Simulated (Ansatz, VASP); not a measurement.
**Se: VASP beside Ansatz**

```
Se
1.0
     4.38071    0.00000    0.00000
    -2.19035    3.79380    0.00000
     0.00000    0.00000    4.97006
Se
3
Cartesian
  0.9874 0.0000 1.6567
  -0.4937 0.8551 3.3134
  1.6966 2.9387 0.0000
```

Change from the starting cell: volume scaled by 1.01.

Alike in both runs: task single point; functional PBEsol; k mesh 6 × 6 × 5; occupations fermi-dirac, width 0.03 eV; no spin polarisation.

|  | VASP | Ansatz |
| --- | --- | --- |
| version | VASP 6.6.1 | Ansatz 0.2.0 |
| potentials or method | VASP PAW PBE potentials, release 64 (Se), cutoff 520 eV | all-electron LAPW, scalar-relativistic |

|  | VASP | Ansatz | Ansatz less VASP |
| --- | --- | --- | --- |
| gap on the k mesh at the Fermi level (eV) | 1.24 | 1.24 | +0.007 |
| pressure (GPa) | -0.2 | -0.4 | -0.18 |
| traceless stress, the component that is largest in VASP (GPa) | 0.80 | 0.72 | -0.073 |
| rms of the force components (eV/Å) | 0.131 | 0.103 | -0.0278 |

VASP's potentials were made for PBE, not for PBEsol. Atom by atom the forces differ by 0.028 eV/Å (rms over components). Ansatz ran all-electron here, and VASP with PAW potentials.
